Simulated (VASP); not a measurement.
Runs of VASP 6.6.1 on Rh. The structure is that of space group Fm-3m (No. 225), or close to it. The cells are those of the table. 

```tsv
cell	further INCAR settings	gap on the mesh (eV)	pressure (GPa)
a = 2.709, b = 2.709, c = 2.689 Å, angles 60.2, 60.2, 59.5°, 1 atom	ALGO = Fast; EDIFF = 1e-06; NBANDS = 14	none	1.6
a = 2.703, b = 2.703, c = 2.689 Å, angles 60.2, 60.2, 59.7°, 1 atom	ALGO = Fast; EDIFF = 1e-07; NBANDS = 14	none	2.9
a = 2.676, b = 2.676, c = 2.689 Å, angles 59.8, 59.8, 60.3°, 1 atom	ALGO = Fast; EDIFF = 1e-06; NBANDS = 14	none	8.6
a = 2.696, b = 2.696, c = 2.689 Å, angles 60.1, 60.1, 59.8°, 1 atom	ALGO = Fast; EDIFF = 1e-07; NBANDS = 14	none	4.3
a = 2.682, b = 2.682, c = 2.689 Å, angles 59.9, 59.9, 60.2°, 1 atom	ALGO = Fast; EDIFF = 1e-07; NBANDS = 14	none	(a)
a = 2.716, b = 2.716, c = 2.689 Å, angles 60.3, 60.3, 59.3°, 1 atom	ALGO = Fast; EDIFF = 1e-06; NBANDS = 14	none	(b)
a = 2.713, b = 2.713, c = 2.689 Å, angles 60.3, 60.3, 59.4°, 1 atom	ALGO = Fast; EDIFF = 1e-06; NBANDS = 14	none	(c)
a = 2.662, b = 2.662, c = 2.689 Å, angles 59.7, 59.7, 60.7°, 1 atom	ALGO = Fast; EDIFF = 1e-06; NBANDS = 14	none	11.8
```

Alike in all rows: task single point; level PBE; potentials or basis VASP PAW PBE potentials, release 64 (Rh_pv); no spin polarisation; k mesh 22 × 22 × 22; cutoff (eV) 520; smearing methfessel-paxton 0.02 eV.

Question: Fill in the values left out.

Answer: (a) 7.2; (b) 0.3; (c) 1.0.

A k mesh can miss the band edges, and the runs leave out spin-orbit coupling on Rh.

A gap of «none» marks levels without a gap at the run's occupations.
